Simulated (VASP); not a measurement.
Here is a VASP 6.6.1 calculation.

File POSCAR:

```
Ca2C
1.0
    0.0000000000      3.1285803957      3.1285803957
    3.1285803957      0.0000000000      3.1285803957
    3.1285803957      3.1285803957      0.0000000000
C Ca
1 2
Direct
    0.0000000000      0.0000000000      0.0000000000
    0.2500000000      0.2500000000      0.2500000000
    0.7500000000      0.7500000000      0.7500000000
```

Contents of INCAR.step1:

```
SYSTEM = Ca2C
PREC = Accurate
ENCUT = 520
EDIFF = 1E-5
ISMEAR = 0
SIGMA = 0.01
LREAL = .False.
LASPH = .True.
NELM = 100
ALGO = Normal
ISIF = 2
LWAVE = .True.
LCHARG = .False.
GGA = PE
NBANDS = 19
```

The input INCAR.step2:

```
SYSTEM = Ca2C
PREC = Accurate
ENCUT = 520
EDIFF = 1E-7
ISMEAR = 0
SIGMA = 0.01
LREAL = .False.
LASPH = .True.
NELM = 100
ALGO = Normal
ISIF = 2
LWAVE = .False.
LCHARG = .False.
GGA = PE
LHFCALC = .True.
AEXX = 0.1
PRECFOCK = Normal
ISTART = 1
NBANDS = 19
```

Contents of KPOINTS:

```
regular mesh
0
Gamma
  4 4 4
  0 0 0
```

Potentials or basis: VASP PAW PBE potentials, release 64 (C, Ca_sv).

Launch:

```sh
$ cat potpaw_PBE.64/C/POTCAR potpaw_PBE.64/Ca_sv/POTCAR > POTCAR
$ cp INCAR.step1 INCAR
$ mpirun -np 1 vasp_std > vasp.out
$ cp INCAR.step2 INCAR
$ mpirun -np 1 vasp_std > vasp.out
```

(1) What does it give for the band gap on the k mesh?

(2) Estimate the pressure.

## Answers

(1) 0.71 eV.

(2) 0.7 GPa.

Caveat: the k points lie up to 0.43 Å⁻¹ apart; the PAW data sets were made with another functional, which shifts forces and pressure a little.
